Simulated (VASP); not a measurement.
## Ta2AlN2: relaxation of cell and atoms with PBE

Ta2AlN2:

```xyz
5
Lattice="4.2158 0.0000 0.0000 0.0000 4.2158 0.0000 0.0000 0.0000 4.4389" Properties=species:S:1:pos:R:3 pbc="T T T"
Ta    0.0000    2.1079    3.8348
Ta    2.1079    0.0000    0.6040
Al    0.0000    0.0000    2.2194
N     0.0000    0.0000    0.8130
N     0.0000    0.0000    3.6259
```

```
Program                : VASP 6.6.1
Task                   : relaxation of cell and atoms
Functional             : PBE
Potentials or basis    : VASP PAW PBE potentials, release 64 (Ta_pv, Al, N)
Cutoff                 : 600 eV
k mesh                 : 4 × 4 × 4
Occupations            : gaussian, width 0.1 eV
Spin                   : no spin polarisation
Dipole correction      : no
Further INCAR settings : ALGO = Normal; EDIFF = 1e-06; IBRION = 2; EDIFFG = -0.04; NSW = 90; ISIF = 3
```

The relaxed volume is 17.36 Å³/atom and the relaxed cell is a = 3.774 Å, b = 3.774 Å, c = 6.096 Å, α = 90.00°, β = 90.00°, γ = 90.00°. The space group after relaxing (to 0.05 Å) is P-4m2 (No. 115) and the energy gained by relaxing is 2362.7 meV/atom. The ionic steps are 35 and the pressure after relaxing is -0.2 GPa. The largest force after relaxing is 0.016 eV/Å.

Forces on the atoms (eV/Å):
```
Ta   0.000  0.000  0.016
Ta   0.000  0.000 -0.016
Al   0.000  0.000  0.000
N    0.000  0.000  0.006
N    0.000  0.000 -0.006
```

Stress tensor (GPa, compression positive):
```
-0.21  0.00  0.00
 0.00 -0.21  0.00
 0.00  0.00 -0.08
```

Step by step:
```
step  energy change (eV)  largest force (eV/Å)  pressure (GPa)  volume (Å³)
   1              0.0000               22.6773           39.04        78.89
   2              5.7531               77.3666           26.90       118.81
   3           1700.7956             5414.3546          504.29       195.09
   4            554.9331              113.0932           96.52       199.03
   5           -352.7584              117.9927        12302.20       202.36
   6            165.7634               15.7125         -120.57       212.31
   7            157.6951               14.2555         -119.36       211.52
   8            109.5511                6.6747         -106.97       204.76
   9             87.9739                4.0027          -97.21       200.30
  10             77.8435                2.9307          -91.17       197.79
  11             72.9748                2.4930          -88.07       196.46
  12             -0.8123               12.9766           10.34        93.44
  13             -0.8121               12.8418           10.06        93.56
  14             -3.7161                7.8918           -1.34        95.17
  15             -7.4378                2.3385          -15.54        98.91
  16             -9.8864                1.5706          -18.89       105.79
  17             80.8038              543.2554          145.71       116.60
  18             -9.2518                2.3747          -21.18       106.01
  19             -8.5648                2.6898          -16.28       111.84
  20             -9.8115                1.3301          -20.97       108.01
  21            -11.3102                2.6389            0.90        89.31
  22            -11.3434                1.9897           -3.10        91.45
  23            -11.6086                1.4464           -1.99        89.18
  24            -11.7892                0.2600            2.66        85.08
  25            -11.7969                0.2510            1.29        85.99
  26            -11.7983                0.1657            1.64        85.74
  27            -11.8039                0.1500           -0.77        86.98
  28            -11.8049                0.1551           -0.12        86.63
  29            -11.8066                0.1573           -0.09        86.64
  30            -11.8098                0.0988           -0.01        86.68
  31            -11.8112                0.0843            0.03        86.68
  32            -11.8127                0.1202            0.08        86.69
  33            -11.8128                0.1340            0.10        86.70
  34            -11.8135                0.0508           -0.07        86.77
  35            -11.8136                0.0161           -0.17        86.81
```

Final structure:
```
Ta Al N
1.0
     3.77357    0.00000    0.00000
     0.00000    3.77357    0.00000
     0.00000    0.00000    6.09605
Ta Al N
2 1 2
Direct
  0.00000 0.50000 0.90632
  0.50000 0.00000 0.09368
  0.00000 0.00000 0.50000
  0.00000 0.00000 0.19566
  0.00000 0.00000 0.80434
```

Levels at points of the mesh, in eV from the Fermi level:
```
           k point  band 14  band 15  band 16  band 17  band 18  band 19  band 20  band 21
(0.00, 0.00, 0.00)    -3.71    -3.71    -1.46    -1.45    -0.33     0.53     0.53     2.40
(0.50, 0.00, 0.00)    -3.72    -2.94    -1.49    -1.25    -0.78     1.48     1.89     2.45
(0.50, 0.50, 0.00)    -3.05    -0.87    -0.87    -0.72    -0.62     0.69     0.75     1.24
(0.00, 0.00, 0.50)    -3.55    -3.55    -1.45    -1.24     0.53     0.53     0.57     1.23
(0.50, 0.00, 0.50)    -4.19    -2.98    -1.52    -1.45     0.83     1.10     1.60     1.63
(0.50, 0.50, 0.50)    -4.39    -1.10    -0.90    -0.90    -0.71     0.98     0.98     1.96
```

It took 24 min on 1 thread of Intel Xeon 6975P-C, with other jobs on the host, peak memory 0.26 GiB.

Caveat: the k points lie up to 0.42 Å⁻¹ apart in the final cell; spin-orbit coupling is left out, which moves the levels of the heavy elements.
